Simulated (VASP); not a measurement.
# NiO (Fm-3m) in VASP: notebook

Runs on NiO. Level: PBE. Tasks: single point.

Everything below comes from runs of VASP 6.6.1. Logs are shortened: lines on timing, memory, paths and dates and some standing lists are left out, and cuts for length are marked.

**1. The cell of the first run**

It takes space group Fm-3m (No. 225, cubic). The conventional cell has a = 4.258 Å, b = 4.258 Å, c = 4.258 Å, α = 90.00°, β = 90.00°, γ = 90.00°. Ni (site symmetry m-3m) has 6 O at 2.13 Å within 2.8 Å. Within 2.8 Å of O (site symmetry m-3m) lie 6 Ni at 2.13 Å.

**2. Single point, PBE, collinear spin, ferromagnetic start (9.65 Å³/atom)**

INCAR reads:

```
SYSTEM = NiO
PREC = Accurate ; ENCUT = 520
EDIFF = 1E-7 ; ISMEAR = 0
SIGMA = 0.1 ; LREAL = .FALSE.
LASPH = .TRUE. ; NELM = 150
ALGO = Normal ; ISIF = 2
LWAVE = .FALSE. ; LCHARG = .FALSE.
ISPIN = 2 ; MAGMOM = 1.6 0.32
LORBIT = 11 ; LMAXMIX = 4
GGA = PE ; NBANDS = 19
```

KPOINTS reads:

```
Automatic mesh
0
G
  18 18 18
  0 0 0
```

POSCAR reads:

```
NiO
1.0
    0.0000000000      2.1290505341      2.1290505341
    2.1290505341      0.0000000000      2.1290505341
    2.1290505341      2.1290505341      0.0000000000
Ni O
1 1
Direct
    0.0000000000      0.0000000000      0.0000000000
    0.5000000000      0.5000000000      0.5000000000
```

Potentials or basis: VASP PAW PBE potentials, release 64 (Ni, O).

The run is started by

```console
cat potpaw_PBE.64/Ni/POTCAR potpaw_PBE.64/O/POTCAR > POTCAR
mpirun -np 1 vasp_std > vasp.out
```

OUTCAR:

```text
SYSTEM = NiO
   PREC = Accurate
   ENCUT = 520
   EDIFF = 1E-7
   ISMEAR = 0
   LREAL = .FALSE.
   LASPH = .TRUE.
   NELM = 150
   ISIF = 2
   ISPIN = 2
   LORBIT = 11
   GGA = PE

 ion  position               nearest neighbor table
   1  0.000  0.000  0.000-   2 2.13   2 2.13   2 2.13   2 2.13   2 2.13   2 2.13
   2  0.500  0.500  0.500-   1 2.13   1 2.13   1 2.13   1 2.13   1 2.13   1 2.13

  LATTYP: Found a face centered cubic cell.
 ALAT       =     4.2581010682

  Lattice vectors:

 A1 = (   0.0000000000,   2.1290505341,   2.1290505341)
 A2 = (   2.1290505341,   0.0000000000,   2.1290505341)
 A3 = (   2.1290505341,   2.1290505341,   0.0000000000)

Analysis of symmetry for initial positions (statically):
=====================================================================
 Subroutine PRICEL returns:
 Original cell was already a primitive cell.

 Routine SETGRP: Setting up the symmetry group for a
 face centered cubic supercell.

 Subroutine GETGRP returns: Found 48 space group operations
 (whereof 48 operations were pure point group operations)
 out of a pool of 48 trial point group operations.

The static configuration has the point symmetry O_h .

Analysis of symmetry for dynamics (positions and initial velocities):
=====================================================================
 Subroutine PRICEL returns:
 Original cell was already a primitive cell.

 Routine SETGRP: Setting up the symmetry group for a
 face centered cubic supercell.

 Subroutine GETGRP returns: Found 48 space group operations
 (whereof 48 operations were pure point group operations)
 out of a pool of 48 trial point group operations.

The dynamic configuration has the point symmetry O_h .

Analysis of structural, dynamic, and magnetic symmetry:
=====================================================================
 Subroutine PRICEL returns:
 Original cell was already a primitive cell.

 Routine SETGRP: Setting up the symmetry group for a
 face centered cubic supercell.

 Subroutine GETGRP returns: Found 48 space group operations
 (whereof 48 operations were pure point group operations)
 out of a pool of 48 trial point group operations.

The overall configuration has the point symmetry O_h .

 Subroutine INISYM returns: Found 48 space group operations
 (whereof 48 operations are pure point group operations),
 and found     1 'primitive' translations

----------------------------------------------------------------------------------------

                                     Primitive cell

  volume of cell :      19.3014

  direct lattice vectors                    reciprocal lattice vectors
     0.000000000  2.129050534  2.129050534    -0.234846469  0.234846469  0.234846469
     2.129050534  0.000000000  2.129050534     0.234846469 -0.234846469  0.234846469
     2.129050534  2.129050534  0.000000000     0.234846469  0.234846469 -0.234846469

  length of vectors
     3.010932140  3.010932140  3.010932140     0.406766016  0.406766016  0.406766016

  position of ions in fractional coordinates (direct lattice)
     0.000000000  0.000000000  0.000000000
     0.500000000  0.500000000  0.500000000

  ion indices of the primitive-cell ions
   primitive index   ion index
                 1           1
                 2           2

----------------------------------------------------------------------------------------

 KPOINTS: Automatic mesh

Automatic generation of k-mesh.
 Grid dimensions read from file:
 generate k-points for:   18   18   18

 Generating k-lattice:

  Cartesian coordinates                     Fractional coordinates (reciprocal lattice)
    -0.013047026  0.013047026  0.013047026     0.055555556  0.000000000  0.000000000
     0.013047026 -0.013047026  0.013047026     0.000000000  0.055555556  0.000000000
     0.013047026  0.013047026 -0.013047026     0.000000000  0.000000000  0.055555556

  Length of vectors
     0.022598112  0.022598112  0.022598112

  Shift w.r.t. Gamma in fractional coordinates (k-lattice)
     0.000000000  0.000000000  0.000000000

 Subroutine IBZKPT returns following result:
 ===========================================

 Found    195 irreducible k-points:

 Following reciprocal coordinates:
            Coordinates               Weight
  0.000000  0.000000  0.000000      1.000000
  0.055556  0.000000  0.000000      8.000000
  0.111111  0.000000  0.000000      8.000000
  0.166667  0.000000  0.000000      8.000000
  0.222222  0.000000  0.000000      8.000000
  0.277778  0.000000  0.000000      8.000000
[... 16 lines left out ...]
 -0.277778  0.055556  0.000000     24.000000
 -0.222222  0.055556  0.000000     24.000000
 [... further k-points ...]
   k-points           NKPTS =    195   k-points in BZ     NKDIM =    195   number of bands    NBANDS=     19
   number of dos      NEDOS =    301   number of ions     NIONS =      2
   total plane-waves  NPLWV =  13824
   dimension x,y,z NGX =    24 NGY =   24 NGZ =   24
   dimension x,y,z NGXF=    48 NGYF=   48 NGZF=   48
   ions per type =               1   1
   NGX,Y,Z   is equivalent  to a cutoff of  13.25, 13.25, 13.25 a.u.
   NGXF,Y,Z  is equivalent  to a cutoff of  26.50, 26.50, 26.50 a.u.
 SYSTEM =  NiO
   PREC   = accura    normal or accurate (medium, high low for compatibility)
   ISTART =      0    job   : 0-new  1-cont  2-samecut
   ICHARG =      2    charge: 1-file 2-atom 10-const
   ISPIN  =      2    spin polarized calculation?
   LNONCOLLINEAR =      F non collinear calculations
   LSORBIT =      F    spin-orbit coupling
   LASPH  =      T    aspherical Exc in radial PAW
   ENCUT  =  520.0 eV  38.22 Ry    6.18 a.u.   5.60  5.60  5.60*2*pi/ulx,y,z
   NELM   =    150;   NELMIN=  2; NELMDL= -5     # of ELM steps
   EDIFF  = 0.1E-06   stopping-criterion for ELM
   LREAL  =      F    real-space projection
   EDIFFG = 0.1E-05   stopping-criterion for IOM
   NSW    =      0    number of steps for IOM
   IBRION =     -1    ionic relax: 0-MD 1-quasi-New 2-CG
   NFREE  =      0    steps in history (QN), initial steepest desc. (CG)
   ISIF   =      2    stress and relaxation
   ISYM   =      2    0-nonsym 1-usesym 2-fastsym
   POTIM  = 0.5000    time-step for ionic-motion
   TEBEG  =    0.0;   TEEND  =   0.0 temperature during run
   PSTRESS=    0.0 pullay stress
   NELECT =      16.0000    total number of electrons
   NUPDOWN=      -1.0000    fix difference up-down
   EMIN   =  10.00;   EMAX   =-10.00  energy-range for DOS
   EFERMI =   0.00;   METHOD = LEGACY
   ISMEAR =     0;   SIGMA  =   0.10  broadening in eV -4-tet -1-fermi 0-gaus
   EFERMI_NEDOS =   21; number of points for ismear=-14 and -15
   IALGO  =     38    algorithm
   IMIX   =      4    mixing-type and parameters
     AMIX     =   0.40;   BMIX     =  1.00
     AMIX_MAG =   1.60;   BMIX_MAG =  1.00
  volume/ion in A,a.u.               =       9.65        65.13
  Fermi-wavevector in a.u.,A,eV,Ry     =   1.537867  2.906148 32.178265  2.365036
  Thomas-Fermi vector in A             =   2.644316
   LORBIT       =     11    0 simple, 1 ext, 2 COOP (PROOUT), +10 PAW based schemes
   GGA     = PE    functional components
   LHFCALC =     F    Hartree Fock is set to
   AEXX    =    0.0000 exact exchange contribution
   IVDW    =     0    specifies the selected vdW correction
   LEPSILON=     F    determine dielectric tensor
   LRPA    =     F    only Hartree local field effects (RPA)
 spin polarized calculation
 Gauss-broadening in eV      SIGMA  =   0.10
  energy-cutoff  :      520.00
  volume of cell :       19.30
 maximum number of plane-waves:       534
   NGX = 11   NGY = 11   NGZ = 11

 number of electron      16.0000013 magnetization       1.8371653

 Free energy of the ion-electron system (eV)
  ---------------------------------------------------
  ext. energy  EPLUGINS =         0.00000000
  ---------------------------------------------------
  free energy    TOTEN  =       -11.47284057 eV

  energy without entropy =      -11.46732119  energy(sigma->0) =      -11.47008088

 E-fermi :   7.0356     XC(G=0): -12.3425

 val. band max:        7.0331060439   @ k =   0.4444   0.1111   0.0556
 cond. band min:       7.0364621003   @ k =   0.3889   0.3333   0.0556
 fundamental gap:      0.0033560565
 Fermi energy:         7.0356306682

 spin component 1

 k-point     1 :       0.0000    0.0000    0.0000
  band No.  band energies     occupation
      1     -12.7511      1.00000
      2       3.9372      1.00000
      3       3.9373      1.00000
      4       4.3255      1.00000
      5       4.3255      1.00000
      6       4.3255      1.00000
[... 11 lines left out ...]
     18      32.2603      0.00000
     19      32.2603      0.00000
[... 485 lines left out ...]
 k-point    24 :      -0.2222    0.0556    0.0000
  band No.  band energies     occupation
      1     -12.2042      1.00000
      2       1.3404      1.00000
      3       2.1741      1.00000
      4       2.4848      1.00000
      5       4.6744      1.00000
      6       4.7323      1.00000
[... 11 lines left out ...]
     18      36.2516      0.00000
     19      37.2498      0.00000

 [... further k-points ...]

 spin component 2

 k-point     1 :       0.0000    0.0000    0.0000
  band No.  band energies     occupation
      1     -12.2800      1.00000
      2       4.8638      1.00000
      3       4.8638      1.00000
      4       4.8638      1.00000
      5       5.3435      1.00000
      6       5.3437      1.00000
[... 11 lines left out ...]
     18      32.8674      0.00000
     19      32.8676      0.00000
[... 485 lines left out ...]
 k-point    24 :      -0.2222    0.0556    0.0000
  band No.  band energies     occupation
      1     -11.7129      1.00000
      2       1.8428      1.00000
      3       3.4302      1.00000
      4       3.5052      1.00000
      5       5.6743      1.00000
      6       5.8812      1.00000
[... 11 lines left out ...]
     18      36.7937      0.00000
     19      37.8638      0.00000

 [... further k-points ...]

------------------------ aborting loop because EDIFF is reached ----------------------------------------

  FORCE on cell =-STRESS in cart. coord.  units (eV):
  Direction    XX          YY          ZZ          XY          YZ          ZX
  --------------------------------------------------------------------------------------
  -------------------------------------------------------------------------------------
  Total       -0.6070328     -0.6070328     -0.6070328     -0.0000000      0.0000000      0.0000000
  in kB      -50.3888979    -50.3888979    -50.3888979     -0.0000000      0.0000000      0.0000000
  external PRESSURE =     -50.3888979 kB  Pullay stress =       0.0000000 kB

 VOLUME and BASIS-vectors are now :
 -----------------------------------------------------------------------------
  energy-cutoff  :      520.00
  volume of cell :       19.30
      direct lattice vectors                 reciprocal lattice vectors
     0.000000000  2.129050534  2.129050534    -0.234846469  0.234846469  0.234846469
     2.129050534  0.000000000  2.129050534     0.234846469 -0.234846469  0.234846469
     2.129050534  2.129050534  0.000000000     0.234846469  0.234846469 -0.234846469

 POSITION                                       TOTAL-FORCE (eV/Angst)
 -----------------------------------------------------------------------------------
      0.00000      0.00000      0.00000        -0.000000     -0.000000      0.000000
      2.12905      2.12905      2.12905         0.000000      0.000000      0.000000
 -----------------------------------------------------------------------------------
    total drift:                                0.000000     -0.000000     -0.000000

  FREE ENERGIE OF THE ION-ELECTRON SYSTEM (eV)
  ---------------------------------------------------
  free  energy   TOTEN  =       -11.4728405672 eV

  energy  without entropy=      -11.4673211918  energy(sigma->0) =      -11.47008088

 total charge

# of ion       s       p       d       tot
------------------------------------------
    1        0.315   0.363   8.203   8.881
    2        1.556   3.397   0.000   4.953
--------------------------------------------------
tot          1.871   3.760   8.203  13.835

 magnetization (x)

# of ion       s       p       d       tot
------------------------------------------
    1        0.011   0.014   1.478   1.503
    2        0.027   0.260   0.000   0.287
--------------------------------------------------
tot          0.037   0.274   1.478   1.790
```

Wall time 54 s (1 thread of Intel Xeon 6975P-C (Granite Rapids), shared host); peak memory 0.23 GiB.

What came out:

```yaml
Free_energy: -11.4728 eV
Pressure: -5.0 GPa
Net_moment: 1.84 μB per cell
Site_moments: Ni +1.50; O +0.29 μB
Valence_electrons_inside_the_program's_atomic_spheres: Ni 8.88; O 4.95
```

Caveat: the cell stands under tension; a cell with one magnetic atom can't hold antiferromagnetic order, which such compounds often take; semilocal functionals often make such compounds metallic where correlation or magnetic order opens a gap, which also shifts bond lengths.

**3. Single point, PBE, collinear spin, ferromagnetic start (9.93 Å³/atom)**

This run uses another cell than the first one, of 9.93 Å³/atom.

INCAR reads:

```
PREC = Accurate ; ENCUT = 520
EDIFF = 1E-6 ; ISMEAR = 0
SIGMA = 0.1 ; LREAL = False
LASPH = True ; NELM = 150
ALGO = Normal ; ISIF = 2
LWAVE = False ; LCHARG = True
ISPIN = 2 ; MAGMOM = 1.6 0.32
LORBIT = 11 ; LMAXMIX = 4
GGA = PE ; LELF = True
LVHAR = True ; NBANDS = 19
```

KPOINTS reads:

```
Automatic mesh
0
Gamma
  18 18 18
```

POSCAR reads:

```
NiO
1.0
    0.0000000000      2.1495234297      2.1495234297
    2.1495234297      0.0000000000      2.1495234297
    2.1495234297      2.1495234297      0.0000000000
Ni O
1 1
Direct
    0.0000000000      0.0000000000      0.0000000000
    0.5000000000      0.5000000000      0.5000000000
```

Potentials or basis: VASP PAW PBE potentials, release 64 (Ni, O).

The run is started by

```console
cat potpaw_PBE.64/Ni/POTCAR potpaw_PBE.64/O/POTCAR > POTCAR
mpirun -np 1 vasp_std > vasp.out
```

Run time: 52 s. Hardware: 1 thread of Intel Xeon 6975P-C (Granite Rapids), shared host; peak memory 0.23 GiB.

Results (log left out):

* Free energy: -11.4486 eV
* Pressure: -9.1 GPa
* Net moment: 1.89 μB per cell
* Site moments: Ni +1.54; O +0.30 μB
* Valence electrons inside the program's atomic spheres: Ni 8.83; O 4.94

Levels at points of the mesh, in eV from the Fermi level:
Spin up:
| k point | band 7 | band 8 | band 9 | band 10 | band 11 | band 12 |
| --- | --- | --- | --- | --- | --- | --- |
| (0.00, 0.00, 0.00) | -2.48 | -2.48 | -2.48 | 1.16 | 17.64 | 18.34 |
| (0.50, 0.00, 0.00) | -1.42 | 0.13 | 0.13 | 5.49 | 9.22 | 13.52 |
| (0.50, 0.50, 0.00) | -2.39 | -1.65 | -1.65 | 5.65 | 10.10 | 11.93 |
Spin down:
| k point | band 3 | band 4 | band 5 | band 6 | band 7 | band 8 | band 9 | band 10 | band 11 | band 12 |
| --- | --- | --- | --- | --- | --- | --- | --- | --- | --- | --- |
| (0.00, 0.00, 0.00) | -2.01 | -2.01 | -1.62 | -1.62 | -1.62 | -0.36 | -0.36 | 1.52 | 17.57 | 18.55 |
| (0.50, 0.00, 0.00) | -4.11 | -4.11 | -0.85 | -0.85 | -0.51 | 2.15 | 2.15 | 5.67 | 9.79 | 13.82 |
| (0.50, 0.50, 0.00) | -3.24 | -3.24 | -2.43 | -0.70 | -0.70 | 0.01 | 0.40 | 6.13 | 10.48 | 12.18 |

Caveat: the cell stands under tension; a cell with one magnetic atom can't hold antiferromagnetic order, which such compounds often take; semilocal functionals often make such compounds metallic where correlation or magnetic order opens a gap, which also shifts bond lengths.

**4. Single point, PBE, collinear spin, ferromagnetic start (8.25 Å³/atom)**

This run uses another cell than the first one, of 8.25 Å³/atom.

INCAR reads:

```
SYSTEM = NiO
ALGO = Normal ; EDIFF = 1E-7
ENCUT = 520 ; GGA = PE
ISIF = 2 ; ISMEAR = 0
ISPIN = 2 ; LASPH = .TRUE.
LCHARG = .FALSE. ; LMAXMIX = 4
LORBIT = 11 ; LREAL = .FALSE.
LWAVE = .FALSE. ; MAGMOM = 1.6 0.32
NBANDS = 19 ; NELM = 150
PREC = Accurate ; SIGMA = 0.1
```

KPOINTS reads:

```
k-points
0
G
  18 18 18
  0 0 0
```

POSCAR reads:

```
NiO
1.0
    0.0000000000      2.0202313304      2.0202313304
    2.0202313304      0.0000000000      2.0202313304
    2.0202313304      2.0202313304      0.0000000000
Ni O
1 1
Direct
    0.0000000000      0.0000000000      0.0000000000
    0.5000000000      0.5000000000      0.5000000000
```

The run is started by

```console
cat potpaw_PBE.64/Ni/POTCAR potpaw_PBE.64/O/POTCAR > POTCAR
mpirun -np 1 vasp_std > vasp.out
```

Run time: 49 s. Hardware: 1 thread of Intel Xeon 6975P-C (Granite Rapids), shared host; peak memory 0.22 GiB.

The run converged. Its results:

| Property | Result |
| --- | --- |
| Free energy | -11.3111 eV |
| Pressure | 27.1 GPa |
| Net moment | 1.31 μB per cell |
| Site moments | Ni +1.10; O +0.18 μB |
| Valence electrons inside the program's atomic spheres | Ni 9.21; O 5.02 |

Levels at points of the mesh, in eV from the Fermi level:
Spin up:
| k point | band 7 | band 8 | band 9 | band 10 | band 11 | band 12 |
| --- | --- | --- | --- | --- | --- | --- |
| (0.00, 0.00, 0.00) | -2.81 | -2.81 | -2.81 | 2.03 | 18.03 | 19.63 |
| (0.50, 0.00, 0.00) | -1.36 | 0.62 | 0.62 | 5.69 | 10.85 | 14.59 |
| (0.50, 0.50, 0.00) | -1.84 | -1.56 | -1.56 | 6.75 | 11.10 | 12.60 |
Spin down:
```tsv
k point	band 4	band 5	band 6	band 7	band 8	band 9	band 10	band 11
(0.00, 0.00, 0.00)	-3.24	-2.19	-2.19	-2.19	-1.10	-1.10	2.30	18.00
(0.50, 0.00, 0.00)	-5.83	-1.13	-1.13	-0.71	2.12	2.12	5.83	11.23
(0.50, 0.50, 0.00)	-4.71	-3.38	-0.87	-0.87	-0.60	0.15	7.10	11.36
```

Caveat: the cell stands under pressure; a cell with one magnetic atom can't hold antiferromagnetic order, which such compounds often take; semilocal functionals often make such compounds metallic where correlation or magnetic order opens a gap, which also shifts bond lengths.

**5. Summary**

| cell | gap on the mesh (eV) | pressure (GPa) | moment (μB) |
| --- | --- | --- | --- |
| a = 3.011 Å, angles 60.0°, 2 atoms | none | -5.0 | 1.84 |
| a = 3.040 Å, angles 60.0°, 2 atoms | none | -9.1 | 1.89 |
| a = 2.857 Å, angles 60.0°, 2 atoms | none | 27.1 | 1.31 |

Alike in all rows: task single point; level PBE; potentials or basis VASP PAW PBE potentials, release 64 (Ni, O); spin collinear, ferromagnetic start; k mesh 18 × 18 × 18; cutoff (eV) 520; smearing gaussian 0.1 eV.

Caveats: a cell with one magnetic atom can't hold antiferromagnetic order, which such compounds often take; semilocal functionals often make such compounds metallic where correlation or magnetic order opens a gap, which also shifts bond lengths; the cell stands under tension (at least some runs); the cell stands under pressure (at least some runs).

Absolute energies hang on the potentials; compare differences alone.
